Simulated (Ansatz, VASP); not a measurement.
# Two plane-wave programs on Zr

INCAR

```
PREC     = Accurate       # precision mode
ENCUT    = 600            # plane-wave cutoff, eV
EDIFF    = 1E-7           # SCF threshold, eV
ISMEAR   = -1             # smearing method
SIGMA    = 0.08           # smearing width, eV
LREAL    = F              # projectors in reciprocal space
LASPH    = T              # aspherical terms in the spheres
NELM     = 80             # most SCF steps
ALGO     = Normal         # electronic algorithm
ISIF     = 3              # what is computed and relaxed
LWAVE    = F              # write WAVECAR
LCHARG   = F              # write CHGCAR
GGA      = PE             # functional
IBRION   = 2              # ionic algorithm
NSW      = 60             # ionic steps
EDIFFG   = -0.005         # ionic threshold
```

Contents of KPOINTS:

```
Automatic mesh
0
Gamma
  16 16 9
```

File POSCAR:

```
Zr
1.0
    3.2191838095      0.0000000000      0.0000000000
   -1.6095919048      2.7878949585      0.0000000000
    0.0000000000      0.0000000000      5.2150777714
Zr
2
Direct
    0.3333333333      0.6666666667      0.2500000000
    0.6666666667      0.3333333333      0.7500000000
```

Input for Ansatz:

```yaml
crystal:
  lattice:
    - [3.2191838095, 0.0, 0.0]
    - [-1.6095919048, 2.7878949585, 0.0]
    - [0.0, 0.0, 5.2150777714]
  atoms:
    - { symbol: Zr, position: [0.3333333333, 0.6666666667, 0.25] }
    - { symbol: Zr, position: [0.6666666667, 0.3333333333, 0.75] }
kpoints:
  mp_grid: { grid: [16, 16, 9] }
scf:
  occupations: { method: fermi_dirac, width: 0.08 }
hamiltonian:
  xc: pbe
  pseudopotentials: { kind: paw }
output:
  forces: true
  stress: true
  write_density: true
  write_potential: true
  elf: true
  volumetric_format: npy
relax:
  f_tol: 0.005
  max_steps: 40
  cell: {}
```

Alike in both runs: task relaxation of cell and atoms; functional PBE; k mesh 16 × 16 × 9; occupations fermi-dirac, width 0.08 eV; no spin polarisation.

|  | VASP | Ansatz |
| --- | --- | --- |
| version | VASP 6.6.1 | Ansatz 0.2.0 |
| potentials or method | VASP PAW PBE potentials, release 64 (Zr_sv) | PAW with Ansatz's default frozen-core files, scalar-relativistic |
| plane-wave cutoff (eV) | 600 | 420 |
| valence electrons in the cell | 24 | 24 |

Ansatz gave:

* relaxed volume (Å³/atom): 23.39
* relaxed length of the cell vector where the two differ most in proportion (Å): 5.175

**Question.** What did VASP give for the same quantities?

**Answer.** Relaxed volume (Å³/atom): 23.40; relaxed length of the cell vector where the two differ most in proportion (Å): 5.176.
